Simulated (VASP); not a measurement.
Wanted: the native input for a VASP 6.6.1 run.

```yaml
Task: single point
Functional: r2SCAN
Potentials_or_basis: VASP PAW PBE potentials, release 64 (Al)
Cutoff: 520 eV
k_mesh: 14 × 14 × 4
Occupations: fermi-dirac, width 0.1 eV
Spin: no spin polarisation
Dipole_correction: no
Further_INCAR_settings: ALGO = Normal; EDIFF = 1e-06; NBANDS = 14
```

The system is Al.

```
Al
1.0
     2.82306    0.00000    0.00000
    -1.41153    2.44484    0.00000
     0.00000    0.00000    9.25458
Al
4
Direct
  0.00000 0.00000 0.00000
  0.00000 0.00000 0.50000
  0.33333 0.66667 0.25000
  0.66667 0.33333 0.75000
```

This isn't the form of Al at room conditions, which is fcc.

These files were run (other wordings do the same):

POSCAR

```
Al
1.0
    2.8230581638      0.0000000000      0.0000000000
   -1.4115290819      2.4448400862      0.0000000000
    0.0000000000      0.0000000000      9.2545807009
Al
4
Direct
    1.0000000000      0.0000000000      0.0000000000
    1.0000000000      0.0000000000      0.5000000000
    0.3333333333      0.6666666667      0.2500000000
    0.6666666667      0.3333333333      0.7500000000
```

INCAR.step1

```
ALGO = Normal ; EDIFF = 1E-4
ENCUT = 520 ; GGA = PE
ISMEAR = -1 ; LASPH = T
LCHARG = F ; LREAL = F
LWAVE = T ; NBANDS = 14
NELM = 100 ; PREC = Accurate
SIGMA = 0.1
```

INCAR.step2

```
ALGO = Normal ; EDIFF = 1E-6
ENCUT = 520 ; ISIF = 2
ISMEAR = -1 ; ISTART = 1
LASPH = T ; LCHARG = F
LMIXTAU = T ; LREAL = F
LWAVE = F ; METAGGA = R2SCAN
NBANDS = 14 ; NELM = 100
PREC = Accurate ; SIGMA = 0.1
```

KPOINTS

```
k-points
0
Gamma
  14 14 4
```

Potentials or basis: VASP PAW PBE potentials, release 64 (Al).

Command:

```sh
$ cat potpaw_PBE.64/Al/POTCAR > POTCAR
$ cp INCAR.step1 INCAR
$ mpirun -np 1 vasp_std > vasp.out
$ cp INCAR.step2 INCAR
$ mpirun -np 1 vasp_std > vasp.out
```

Results of the run:

```
Pressure               : -0.3 GPa
Band gap on the k mesh : zero (bands 6 and 7 overlap by 5.99 eV)
```

Caveat: the PAW data sets were made with another functional, which shifts forces and pressure a little.

It took 2.5 min on 1 thread of AMD EPYC 9R45 96-Core Processor (Zen 5), on a shared host, peak memory 0.18 GiB.
